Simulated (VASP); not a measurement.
# W in VASP: relaxation of the atoms with PBE

Aim: the relaxation of the atoms of W with PBE.

Everything below comes from runs of VASP 6.6.1. Logs are shortened: lines on timing, memory, paths and dates and some standing lists are left out, and cuts for length are marked.

### Step 1. The cell of the first run

The cell holds a slab with vacuum, 3 atoms: a = 2.855 Å, b = 2.855 Å, c = 18.037 Å, α = 90.00°, β = 90.00°, γ = 90.00°.

### Step 2. Relaxation of the atoms, PBE

INCAR reads:

```
  ALGO = Normal
  DIPOL = 0.5 0.5 0.500
  EDIFF = 1E-7
  EDIFFG = -0.03
  ENCUT = 520
  GGA = PE
  IBRION = 2
  IDIPOL = 3
  ISIF = 2
  ISMEAR = 0
  LASPH = True
  LCHARG = False
  LDIPOL = True
  LREAL = False
  LWAVE = False
  NELM = 60
  NSW = 70
  PREC = Accurate
  SIGMA = 0.1
```

KPOINTS reads:

```
k-points
0
Gamma
  10 10 1
```

POSCAR reads:

```
W
1.0
    2.8545944802      0.0000000000      0.0000000000
    0.0000000000      2.8545944802      0.0000000000
    0.0000000000      0.0000000000     18.0370062290
W
3
Selective dynamics
Direct
    0.5000000000      0.5000000000      0.3880910120  F F F
    0.0000000000      0.0000000000      0.5000000000  T T T
    0.5000000000      0.5000000000      0.6119089880  T T T
```

Potentials or basis: VASP PAW PBE potentials, release 64 (W_sv).

Command:

```bash
> cat potpaw_PBE.64/W_sv/POTCAR > POTCAR
> mpirun -np 1 vasp_std > vasp.out
```

OUTCAR:

```text
EDIFF = 1E-7
   EDIFFG = -0.03
   ENCUT = 520
   GGA = PE
   IBRION = 2
   ISIF = 2
   ISMEAR = 0
   LASPH = True
   LREAL = False
   NELM = 60
   NSW = 70
   PREC = Accurate

 ion  position               nearest neighbor table
   1  0.500  0.500  0.388-   2 2.85   2 2.85   2 2.85   2 2.85
   2  0.000  0.000  0.500-   1 2.85   3 2.85   1 2.85   3 2.85   1 2.85   3 2.85   1 2.85   3 2.85

   3  0.500  0.500  0.612-   2 2.85   2 2.85   2 2.85   2 2.85

  LATTYP: Found a simple tetragonal cell.
 ALAT       =     2.8545944802
 C/A-ratio  =     6.3185879305

  Lattice vectors:

 A1 = (   2.8545944802,   0.0000000000,   0.0000000000)
 A2 = (   0.0000000000,   2.8545944802,   0.0000000000)
 A3 = (   0.0000000000,   0.0000000000,  18.0370062290)

Analysis of symmetry for initial positions (statically):
=====================================================================
 Subroutine PRICEL returns:
 Original cell was already a primitive cell.

 Routine SETGRP: Setting up the symmetry group for a
 simple tetragonal supercell.

 Subroutine GETGRP returns: Found 16 space group operations
 (whereof 16 operations were pure point group operations)
 out of a pool of 16 trial point group operations.

The static configuration has the point symmetry D_4h.

Analysis of symmetry for dynamics (positions and initial velocities):
=====================================================================
 Subroutine PRICEL returns:
 Original cell was already a primitive cell.

 Routine SETGRP: Setting up the symmetry group for a
 simple tetragonal supercell.

 Subroutine GETGRP returns: Found 16 space group operations
 (whereof 16 operations were pure point group operations)
 out of a pool of 16 trial point group operations.

The dynamic configuration has the point symmetry D_4h.

Analysis of constrained symmetry for selective dynamics:
=====================================================================
 Subroutine PRICEL returns:
 Original cell was already a primitive cell.

 Routine SETGRP: Setting up the symmetry group for a
 simple tetragonal supercell.

 Subroutine GETGRP returns: Found  8 space group operations
 (whereof  8 operations were pure point group operations)
[... 116 lines left out ...]
   EFERMI_NEDOS =   21; number of points for ismear=-14 and -15
   IALGO  =     38    algorithm
   IMIX   =      4    mixing-type and parameters
     AMIX     =   0.40;   BMIX     =  1.00
     AMIX_MAG =   1.60;   BMIX_MAG =  1.00
  volume/ion in A,a.u.               =      48.99       330.62
  Fermi-wavevector in a.u.,A,eV,Ry     =   1.078301  2.037694 15.819955  1.162734
  Thomas-Fermi vector in A             =   2.214236
   LORBIT       =      0    0 simple, 1 ext, 2 COOP (PROOUT), +10 PAW based schemes
   GGA     = PE    functional components
   LHFCALC =     F    Hartree Fock is set to
   AEXX    =    0.0000 exact exchange contribution
   IVDW    =     0    specifies the selected vdW correction
   LEPSILON=     F    determine dielectric tensor
   LRPA    =     F    only Hartree local field effects (RPA)
 conjugate gradient relaxation of ions
 non-spin polarized calculation
 Gauss-broadening in eV      SIGMA  =   0.10
  energy-cutoff  :      520.00
  volume of cell :      146.98
 maximum number of plane-waves:      4024
 NGX is ok and might be reduce to    24
   NGX = 11   NGY = 11   NGZ = 67

--------------------------------------- Ionic step        1  -------------------------------------------

 number of electron      41.9999996 magnetization

 Free energy of the ion-electron system (eV)
  ---------------------------------------------------
  ext. energy  EPLUGINS =         0.00000000
  ---------------------------------------------------
  free energy    TOTEN  =       -34.02818889 eV

  energy without entropy =      -33.99462294  energy(sigma->0) =      -34.01140592

------------------------ aborting loop because EDIFF is reached ----------------------------------------

  FORCE on cell =-STRESS in cart. coord.  units (eV):
  Direction    XX          YY          ZZ          XY          YZ          ZX
  --------------------------------------------------------------------------------------
  -------------------------------------------------------------------------------------
  Total       -8.5821033     -8.5821033     -0.4668763      0.0000000      0.0000000      0.0000000
  in kB      -93.5515573    -93.5515573     -5.0893120      0.0000000      0.0000000      0.0000000
  external PRESSURE =     -64.0641422 kB  Pullay stress =       0.0000000 kB
[... 203 lines left out ...]
  FREE ENERGIE OF THE ION-ELECTRON SYSTEM (eV)
  ---------------------------------------------------
  free  energy   TOTEN  =       -34.0308868185 eV

  energy  without entropy=      -33.9974463007  energy(sigma->0) =      -34.01416656

 dipolmoment           0.000000      0.000000     -0.000035 electrons x Angstroem

--------------------------------------- Ionic step        7  -------------------------------------------

 number of electron      41.9999993 magnetization

 dipolmoment           0.000000      0.000000      0.000122 electrons x Angstroem

 Free energy of the ion-electron system (eV)
  ---------------------------------------------------
  ext. energy  EPLUGINS =         0.00000000
  ---------------------------------------------------
  free energy    TOTEN  =       -34.03170214 eV

  energy without entropy =      -33.99847030  energy(sigma->0) =      -34.01508622

 E-fermi :   0.6469     XC(G=0):  -5.7353

 val. band max:        0.6397805652   @ k =   0.2000   0.1000   0.0000
 cond. band min:       0.6563940816   @ k =   0.2000   0.0000   0.0000
 fundamental gap:      0.0166135164
 Fermi energy:         0.6468608182

 k-point     1 :       0.0000    0.0000    0.0000
  band No.  band energies     occupation
      1     -73.2152      2.00000
      2     -73.1859      2.00000
      3     -73.0857      2.00000
      4     -37.8308      2.00000
      5     -37.5080      2.00000
      6     -37.1807      2.00000
[... 577 lines left out ...]
     24       3.9678      0.00000
     25       5.0217      0.00000

------------------------ aborting loop because EDIFF is reached ----------------------------------------

 vacuum level on the upper side and lower side of the slab       (xc-potential included)        -0.124        -0.153

  FORCE on cell =-STRESS in cart. coord.  units (eV):
  Direction    XX          YY          ZZ          XY          YZ          ZX
  --------------------------------------------------------------------------------------
  -------------------------------------------------------------------------------------
  Total       -7.4086202     -7.4086202     -0.0628720      0.0000000      0.0000000      0.0000000
  in kB      -80.7596850    -80.7596850     -0.6853533      0.0000000      0.0000000      0.0000000
  external PRESSURE =     -54.0682411 kB  Pullay stress =       0.0000000 kB
[... 18 lines left out ...]
  FREE ENERGIE OF THE ION-ELECTRON SYSTEM (eV)
  ---------------------------------------------------
  free  energy   TOTEN  =       -34.0317021447 eV

  energy  without entropy=      -33.9984702993  energy(sigma->0) =      -34.01508622

 reached required accuracy - stopping structural energy minimisation

 vacuum level on the upper side and lower side of the slab         5.132         5.112
```

CONTCAR:

```text
W
   1.00000000000000
     2.8545944801999998    0.0000000000000000    0.0000000000000000
     0.0000000000000000    2.8545944801999998    0.0000000000000000
     0.0000000000000000    0.0000000000000000   18.0370062289999993
  W
     3
Selective dynamics
Direct
     0.5000000000000000    0.5000000000000000    0.3880910119999967   F   F   F
     0.0000000000000000    0.0000000000000000    0.4981996265730642   T   T   T
     0.5000000000000000    0.5000000000000000    0.6083901965232358   T   T   T

  0.00000000E+00  0.00000000E+00  0.00000000E+00
  0.00000000E+00  0.00000000E+00  0.00000000E+00
  0.00000000E+00  0.00000000E+00  0.00000000E+00
```

Wall time 16 min (1 thread of Intel Xeon 8259CL, shared host); peak memory 0.3 GiB.

What came out:

- Free energy: -34.0317 eV
- Energy gained by relaxing: 1.2 meV/atom
- Ionic steps: 7
- Band gap on the k mesh: zero (bands 21 and 22 overlap by 2.33 eV)

The path:
```tsv
step	energy change (eV)	largest force on free atoms (eV/Å)	pressure (GPa)
1	0.0000	0.1079	-6.41
2	-0.0005	0.0853	-6.32
3	-0.0013	0.0983	-6.10
4	-0.0014	0.1275	-6.01
5	-0.0018	0.1139	-5.95
6	-0.0027	0.0731	-5.77
7	-0.0035	0.0114	-5.41
```

Final structure:
```
W
1.0
     2.85459    0.00000    0.00000
     0.00000    2.85459    0.00000
     0.00000    0.00000   18.03701
W
3
Direct
  0.50000 0.50000 0.38809
  0.00000 0.00000 0.49820
  0.50000 0.50000 0.60839
```

Caveat: spin-orbit coupling is left out, which moves the levels of the heavy elements.
